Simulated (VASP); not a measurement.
A run of VASP 6.6.1 is set up as follows.

INCAR

```
PREC = Accurate ; ENCUT = 520
EDIFF = 1E-6 ; ISMEAR = 0
SIGMA = 0.01 ; LREAL = False
LASPH = True ; NELM = 80
ALGO = Normal ; ISIF = 2
LWAVE = False ; LCHARG = False
GGA = PE ; NBANDS = 16
```

Contents of KPOINTS:

```
regular mesh
0
Gamma
  6 6 4
```

The input POSCAR:

```
NaH
1.0
    3.9532815515      0.0000000000      0.0000000000
   -1.9766407757      3.4236422520      0.0000000000
    0.0000000000      0.0000000000      4.8282923105
Na H
2 2
Direct
    0.3333333333      0.6666666667     -0.0624996804
    0.6666666667      0.3333333333      0.4375003196
    0.3333333333      0.6666666667      0.4374996804
    0.6666666667      0.3333333333      0.9374996804
```

Potentials or basis: VASP PAW PBE potentials, release 64 (Na_pv, H).

Command:

```console
$ cat potpaw_PBE.64/Na_pv/POTCAR potpaw_PBE.64/H/POTCAR > POTCAR
$ mpirun -np 1 vasp_std > vasp.out
```

Problem. Estimate the pressure.

Solution. 0.3 GPa.

Problem. Predict the band gap on the k mesh.

Solution. 3.33 eV, indirect (least direct gap 4.24 eV).

Stress tensor (GPa, compression positive):
```
0.31 0.00 0.00
0.00 0.31 0.00
0.00 0.00 0.42
```

A k mesh can miss the band edges. A hybrid or GW would open this gap; PBE tends to underestimate it.
